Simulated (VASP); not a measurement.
**Al2Pt: relaxation of cell and atoms with PBE**

The system is Al2Pt.

```
Pt Al
1.0
     0.00000    2.95500    2.95500
     2.95500    0.00000    2.95500
     2.95500    2.95500    0.00000
Pt Al
1 2
Direct
  0.00000 0.00000 0.00000
  0.75000 0.75000 0.75000
  0.25000 0.25000 0.25000
```

| Item | Value |
| --- | --- |
| Program | VASP 6.6.1 |
| Task | relaxation of cell and atoms |
| Functional | PBE |
| Potentials or basis | VASP PAW PBE potentials, release 64 (Pt, Al) |
| Cutoff | 600 eV |
| k mesh | 8 × 8 × 8 |
| Occupations | fermi-dirac, width 0.05 eV |
| Spin | no spin polarisation |
| Target pressure | 2 GPa |
| Dipole correction | no |
| Further INCAR settings | ALGO = Normal; EDIFF = 1e-06; IBRION = 2; EDIFFG = -0.01; NSW = 60; ISIF = 3 |

```yaml
Relaxed_volume: 17.24 Å³/atom
Relaxed_cell: a = 4.182 Å, b = 4.182 Å, c = 4.182 Å, α = 60.00°, β = 60.00°, γ = 60.00°
Space_group_after_relaxing_to_0.05_Å: Fm-3m (No. 225)
Energy_change_on_relaxing_the_enthalpy_is_what_falls: -0.6 meV/atom
Ionic_steps: 3
Pressure_after_relaxing: 2.0 GPa
Band_gap_on_the_k_mesh: zero (band 8 reaches 11.69 eV, above the bottom of band 9 at 6.27 eV)
```

The path:
| step | energy change (eV) | largest force (eV/Å) | pressure (GPa) | volume (Å³) |
| --- | --- | --- | --- | --- |
| 1 | 0.0000 | 0.0000 | 2.35 | 51.61 |
| 2 | -0.0035 | 0.0000 | 1.59 | 51.89 |
| 3 | -0.0017 | 0.0000 | 2.03 | 51.73 |

Final structure:
```
CELL_PARAMETERS angstrom
0.00000 2.95744 2.95744
2.95744 0.00000 2.95744
2.95744 2.95744 0.00000
ATOMIC_POSITIONS crystal
Pt 0.00000 0.00000 0.00000
Al 0.75000 0.75000 0.75000
Al 0.25000 0.25000 0.25000
```

Levels at points of the mesh, in eV from the Fermi level:
| k point | band 6 | band 7 | band 8 | band 9 | band 10 | band 11 |
| --- | --- | --- | --- | --- | --- | --- |
| (0.00, 0.00, 0.00) | -3.65 | 2.97 | 3.85 | 3.85 | 3.85 | 5.43 |
| (0.50, 0.00, 0.00) | -3.43 | -3.43 | 1.05 | 1.05 | 3.80 | 5.17 |
| (0.50, 0.50, 0.00) | -3.38 | -3.16 | -1.57 | -1.57 | 3.16 | 3.41 |

Run time: 2.3 min on 1 thread of AMD EPYC 7R13 (shared host), peak memory 0.18 GiB.

Caveat: the cell is relaxed towards a set pressure, so the enthalpy falls and the energy may rise; spin-orbit coupling is left out, which moves the levels of the heavy elements.
